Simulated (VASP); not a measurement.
# Cd (P6_3/mmc) in VASP: notebook

Aim: see how the results for Cd move with the level of theory and the settings. Levels: PBE, BLYP. Tasks: single point.

All numbers are computed with VASP 6.6.1; they aren't measurements. Logs are shortened: lines on timing, memory, paths and dates and some standing lists are left out, and cuts for length are marked.

**1. The cell of the first run**

It takes space group P6_3/mmc (No. 194, hexagonal). The conventional cell has a = 2.979 Å, b = 2.979 Å, c = 5.618 Å, α = 90.00°, β = 90.00°, γ = 120.00°. Cd (site symmetry -6m2) has 12 Cd at 2.98 to 3.29 Å within 3.9 Å.

**2. Single point, PBE, collinear spin, ferromagnetic start**

File INCAR:

```
  PREC = Accurate
  ENCUT = 500
  EDIFF = 1E-6
  ISMEAR = 0
  SIGMA = 0.1
  LREAL = F
  LASPH = T
  NELM = 200
  ALGO = Normal
  ISIF = 2
  LWAVE = F
  LCHARG = F
  ISPIN = 2
  MAGMOM = 0.07 0.07
  LORBIT = 11
  GGA = PE
  NBANDS = 23
  GGA_COMPAT = F
```

File KPOINTS:

```
regular mesh
0
Gamma
  3 3 2
```

File POSCAR:

```
Cd
1.0
    2.9788725081      0.0000000000      0.0000000000
   -1.4894362540      2.5797792666      0.0000000000
    0.0000000000      0.0000000000      5.6176500000
Cd
2
Direct
    0.3333333333      0.6666666667      0.2500000000
    0.6666666667      0.3333333333      0.7500000000
```

Potentials or basis: VASP PAW PBE potentials, release 64 (Cd).

Run with:

```bash
$ cat potpaw_PBE.64/Cd/POTCAR > POTCAR
$ mpirun -np 1 vasp_std > vasp.out
```

OUTCAR:

```text
PREC = Accurate
   ENCUT = 500
   EDIFF = 1E-6
   ISMEAR = 0
   LREAL = F
   LASPH = T
   NELM = 200
   ISIF = 2
   ISPIN = 2
   LORBIT = 11
   GGA = PE

 ion  position               nearest neighbor table
   1  0.333  0.667  0.250-   2 3.29   2 3.29   2 3.29   2 3.29   2 3.29   2 3.29
   2  0.667  0.333  0.750-   1 3.29   1 3.29   1 3.29   1 3.29   1 3.29   1 3.29

  LATTYP: Found a hexagonal cell.
 ALAT       =     2.9788725081
 C/A-ratio  =     1.8858309594

  Lattice vectors:

 A1 = (   2.9788725081,   0.0000000000,   0.0000000000)
 A2 = (  -1.4894362540,   2.5797792666,   0.0000000000)
 A3 = (   0.0000000000,   0.0000000000,   5.6176500000)

Analysis of symmetry for initial positions (statically):
=====================================================================
 Subroutine PRICEL returns:
 Original cell was already a primitive cell.

 Routine SETGRP: Setting up the symmetry group for a
 hexagonal supercell.

 Subroutine GETGRP returns: Found 24 space group operations
 (whereof 12 operations were pure point group operations)
 out of a pool of 24 trial point group operations.

The static configuration has the point symmetry D_3d.
 The point group associated with its full space group is D_6h.

Analysis of symmetry for dynamics (positions and initial velocities):
=====================================================================
 Subroutine PRICEL returns:
 Original cell was already a primitive cell.

 Routine SETGRP: Setting up the symmetry group for a
 hexagonal supercell.

 Subroutine GETGRP returns: Found 24 space group operations
 (whereof 12 operations were pure point group operations)
 out of a pool of 24 trial point group operations.

The dynamic configuration has the point symmetry D_3d.
 The point group associated with its full space group is D_6h.

Analysis of structural, dynamic, and magnetic symmetry:
=====================================================================
 Subroutine PRICEL returns:
 Original cell was already a primitive cell.

 Routine SETGRP: Setting up the symmetry group for a
 hexagonal supercell.

 Subroutine GETGRP returns: Found 24 space group operations
 (whereof 12 operations were pure point group operations)
 out of a pool of 24 trial point group operations.

The overall configuration has the point symmetry D_3d.
 The point group associated with its full space group is D_6h.

 Subroutine INISYM returns: Found 24 space group operations
[... 98 lines left out ...]
     AMIX_MAG =   1.60;   BMIX_MAG =  1.00
  volume/ion in A,a.u.               =      21.59       145.67
  Fermi-wavevector in a.u.,A,eV,Ry     =   1.346115  2.543789 24.654109  1.812026
  Thomas-Fermi vector in A             =   2.473973
   LORBIT       =     11    0 simple, 1 ext, 2 COOP (PROOUT), +10 PAW based schemes
   GGA     = PE    functional components
   LHFCALC =     F    Hartree Fock is set to
   AEXX    =    0.0000 exact exchange contribution
   IVDW    =     0    specifies the selected vdW correction
   LEPSILON=     F    determine dielectric tensor
   LRPA    =     F    only Hartree local field effects (RPA)
 spin polarized calculation
 Gauss-broadening in eV      SIGMA  =   0.10
  energy-cutoff  :      500.00
  volume of cell :       43.17
 maximum number of plane-waves:      1113
 NGX is ok and might be reduce to    24
   NGX = 11   NGY = 11   NGZ = 21

 number of electron      23.9999993 magnetization       0.3342993

 Free energy of the ion-electron system (eV)
  ---------------------------------------------------
  ext. energy  EPLUGINS =         0.00000000
  ---------------------------------------------------
  free energy    TOTEN  =        -0.98764846 eV

  energy without entropy =       -0.97756637  energy(sigma->0) =       -0.98260742

 E-fermi :   3.3391     XC(G=0): -11.0069

 val. band max:        3.2932135502   @ k =   0.3333   0.0000   0.0000
 cond. band min:       3.5471479015   @ k =   0.3333   0.3333   0.0000
 fundamental gap:      0.2539343513
 Fermi energy:         3.3391430148

 spin component 1

 k-point     1 :       0.0000    0.0000    0.0000
  band No.  band energies     occupation
      1      -6.8749      1.00000
      2      -6.6051      1.00000
      3      -6.2537      1.00000
      4      -6.2537      1.00000
      5      -6.2016      1.00000
      6      -6.2016      1.00000
[... 145 lines left out ...]
     22      16.5635      0.00000
     23      27.3955      0.00000
 Fermi energy:         3.3391430148

 spin component 2

 k-point     1 :       0.0000    0.0000    0.0000
  band No.  band energies     occupation
      1      -6.8497      1.00000
      2      -6.5849      1.00000
      3      -6.2386      1.00000
      4      -6.2386      1.00000
      5      -6.1883      1.00000
      6      -6.1883      1.00000
[... 145 lines left out ...]
     22      16.7899      0.00000
     23      27.6731      0.00000

------------------------ aborting loop because EDIFF is reached ----------------------------------------

  FORCE on cell =-STRESS in cart. coord.  units (eV):
  Direction    XX          YY          ZZ          XY          YZ          ZX
  --------------------------------------------------------------------------------------
  -------------------------------------------------------------------------------------
  Total        0.7411641      0.7411641      4.2899041      0.0000000      0.0000000      0.0000000
  in kB       27.5065320     27.5065320    159.2095172      0.0000000      0.0000000      0.0000000
  external PRESSURE =      71.4075271 kB  Pullay stress =       0.0000000 kB

 VOLUME and BASIS-vectors are now :
 -----------------------------------------------------------------------------
  energy-cutoff  :      500.00
  volume of cell :       43.17
      direct lattice vectors                 reciprocal lattice vectors
     2.978872508  0.000000000  0.000000000     0.335697482  0.193815032  0.000000000
    -1.489436254  2.579779267  0.000000000     0.000000000  0.387630063  0.000000000
     0.000000000  0.000000000  5.617650000     0.000000000  0.000000000  0.178010378

 POSITION                                       TOTAL-FORCE (eV/Angst)
 -----------------------------------------------------------------------------------
     -0.00000      1.71985      1.40441         0.000000     -0.000000      0.000000
      1.48944      0.85993      4.21324        -0.000000      0.000000      0.000000
 -----------------------------------------------------------------------------------
    total drift:                                0.000000     -0.000000      0.000000

  FREE ENERGIE OF THE ION-ELECTRON SYSTEM (eV)
  ---------------------------------------------------
  free  energy   TOTEN  =        -0.9876484596 eV

  energy  without entropy=       -0.9775663736  energy(sigma->0) =       -0.98260742

 total charge

# of ion       s       p       d       tot
------------------------------------------
    1        0.582   0.280   9.480  10.342
    2        0.582   0.280   9.480  10.342
--------------------------------------------------
tot          1.164   0.560  18.960  20.685

 magnetization (x)

# of ion       s       p       d       tot
------------------------------------------
    1       -0.003   0.044   0.011   0.051
    2       -0.003   0.044   0.011   0.051
--------------------------------------------------
tot         -0.007   0.088   0.021   0.102
```

stdout:

```text
POSCAR found type information on POSCAR Cd
 POSCAR found :  1 types and       2 ions
 scaLAPACK will be used
 LDA part: xc-table for (Slater+PW92), standard interpolation
 POSCAR, INCAR and KPOINTS ok, starting setup
 FFT: planning ... GRIDC
 FFT: planning ... GRID_SOFT
 FFT: planning ... GRID
 WAVECAR not read
 entering main loop
```

It took 32 s on 1 thread of Intel Xeon 8259CL, shared host; peak memory 0.17 GiB.

Results:

| Quantity | Value |
| --- | --- |
| Free energy | -0.9876 eV |
| Pressure | 7.1 GPa |
| Net moment | 0.33 μB per cell |
| Site moments | Cd +0.05 μB |
| Valence electrons inside the program's atomic spheres | Cd 10.34 |

Stress tensor (GPa, compression positive):
```
 2.75  0.00  0.00
 0.00  2.75  0.00
 0.00  0.00 15.92
```

Caveat: the k points lie up to 0.81 Å⁻¹ apart.

**3. Single point, BLYP**

This run uses another cell than the first one, of 22.88 Å³/atom, 1.060 times its volume.

File INCAR:

```
SYSTEM = Cd
PREC = Accurate ; ENCUT = 500
EDIFF = 1E-6 ; ISMEAR = 0
SIGMA = 0.1 ; LREAL = .False.
LASPH = .True. ; NELM = 120
ALGO = Normal ; ISIF = 2
LWAVE = .False. ; LCHARG = .False.
GGA = B5 ; ALDAX = 1.0
AGGAX = 1.0 ; AGGAC = 1.0
ALDAC = 0.0 ; NBANDS = 19
GGA_COMPAT = .False.
```

File KPOINTS:

```
regular mesh
0
Gamma
  6 6 4
  0 0 0
```

File POSCAR:

```
Cd
1.0
    3.0372966056      0.0000000000      0.0000000000
   -1.5186483028      2.6303760193      0.0000000000
    0.0000000000      0.0000000000      5.7278279719
Cd
2
Direct
    0.3333333333      0.6666666667      0.2500000000
    0.6666666667      0.3333333333      0.7500000000
```

Potentials or basis: VASP PAW PBE potentials, release 64 (Cd).

Run with:

```bash
$ cat potpaw_PBE.64/Cd/POTCAR > POTCAR
$ mpirun -np 1 vasp_std > vasp.out
```

Run time: 36 s. Hardware: 1 thread of Intel Xeon 8259CL, shared host; peak memory 0.16 GiB.

Results (log left out):

```
Free energy            : -0.1642 eV
Pressure               : 5.4 GPa
Band gap on the k mesh : zero (band 12 reaches 4.17 eV, above the bottom of band 13 at 0.44 eV)
```

Stress tensor (GPa, compression positive):
```
5.21 0.00 0.00
0.00 5.21 0.00
0.00 0.00 5.89
```

Levels at points of the mesh, in eV from the Fermi level:
```
           k point  band 8  band 9  band 10  band 11  band 12  band 13  band 14  band 15  band 16  band 17
(0.00, 0.00, 0.00)   -8.96   -8.73    -8.73    -8.66    -3.37    -2.83     9.96    13.87    13.87    14.27
(0.50, 0.00, 0.00)   -8.76   -8.50    -8.48    -2.30    -2.06     1.60     2.49     2.84     5.13     7.85
(0.00, 0.00, 0.50)   -8.83   -8.83    -8.83    -7.25    -7.25     3.39     3.39    14.62    14.62    14.79
(0.50, 0.00, 0.50)   -8.74   -8.49    -8.49    -1.50    -1.50    -0.34    -0.34     7.55     7.55     9.36
```

Caveat: the k points lie up to 0.40 Å⁻¹ apart; the PAW data sets were made with another functional, which shifts forces and pressure a little.

**4. Single point, PBE**

This run uses another cell than the first one, of 25.25 Å³/atom, 1.170 times its volume.

File INCAR:

```
SYSTEM = Cd
PREC = Accurate
ENCUT = 500
EDIFF = 1E-6
ISMEAR = 0
SIGMA = 0.27211386245988
LREAL = .FALSE.
LASPH = .TRUE.
NELM = 120
ALGO = Normal
ISIF = 2
LWAVE = .FALSE.
LCHARG = .FALSE.
GGA = PE
NBANDS = 19
GGA_COMPAT = .FALSE.
```

File KPOINTS:

```
Automatic mesh
0
G
  6 6 4
  0 0 0
```

File POSCAR:

```
Cd
1.0
    3.1389220941      0.0000000000      0.0000000000
   -1.5694610470      2.7183862740      0.0000000000
    0.0000000000      0.0000000000      5.9194764645
Cd
2
Direct
    0.3333333333      0.6666666667      0.2500000000
    0.6666666667      0.3333333333      0.7500000000
```

Run with:

```bash
$ cat potpaw_PBE.64/Cd/POTCAR > POTCAR
$ mpirun -np 1 vasp_std > vasp.out
```

Run time: 23 s. Hardware: 1 thread of Intel Xeon 8259CL, shared host; peak memory 0.17 GiB.

The run converged. Its results:

* Free energy: -1.4593 eV
* Pressure: -2.6 GPa
* Band gap on the k mesh: zero (band 12 reaches 2.93 eV, above the bottom of band 13 at -0.42 eV)

Stress tensor (GPa, compression positive):
```
-2.97  0.00  0.00
 0.00 -2.97  0.00
 0.00  0.00 -1.80
```

Levels at points of the mesh, in eV from the Fermi level:
| k point | band 10 | band 11 | band 12 | band 13 | band 14 | band 15 |
| --- | --- | --- | --- | --- | --- | --- |
| (0.00, 0.00, 0.00) | -8.53 | -8.02 | -3.26 | -2.54 | 9.45 | 13.05 |
| (0.50, 0.00, 0.00) | -8.32 | -2.11 | -1.98 | 1.53 | 2.20 | 2.74 |
| (0.00, 0.00, 0.50) | -8.60 | -6.73 | -6.73 | 3.15 | 3.15 | 13.88 |
| (0.50, 0.00, 0.50) | -8.33 | -1.31 | -1.31 | -0.44 | -0.44 | 7.17 |

Caveat: the k points lie up to 0.39 Å⁻¹ apart.

**5. The runs side by side**

```tsv
level	spin	cell	k mesh	smearing	gap on the mesh (eV)	pressure (GPa)
PBE	collinear, ferromagnetic start	a = 2.979, b = 2.979, c = 5.618 Å, angles 90.0, 90.0, 120.0°, 2 atoms	3 × 3 × 2	gaussian 0.1 eV	none	7.1
BLYP	off	a = 3.037, b = 3.037, c = 5.728 Å, angles 90.0, 90.0, 120.0°, 2 atoms	6 × 6 × 4	gaussian 0.1 eV	none	5.4
PBE	off	a = 3.139, b = 3.139, c = 5.919 Å, angles 90.0, 90.0, 120.0°, 2 atoms	6 × 6 × 4	gaussian 0.272114 eV	none	-2.6
```

Alike in all rows: task single point; potentials or basis VASP PAW PBE potentials, release 64 (Cd); cutoff (eV) 500.

Caveats: all runs use coarse meshes; the PAW data sets were made with another functional, which shifts forces and pressure a little (some runs).

Total energies depend on the potentials used, so only differences within one code and one set of settings carry meaning.
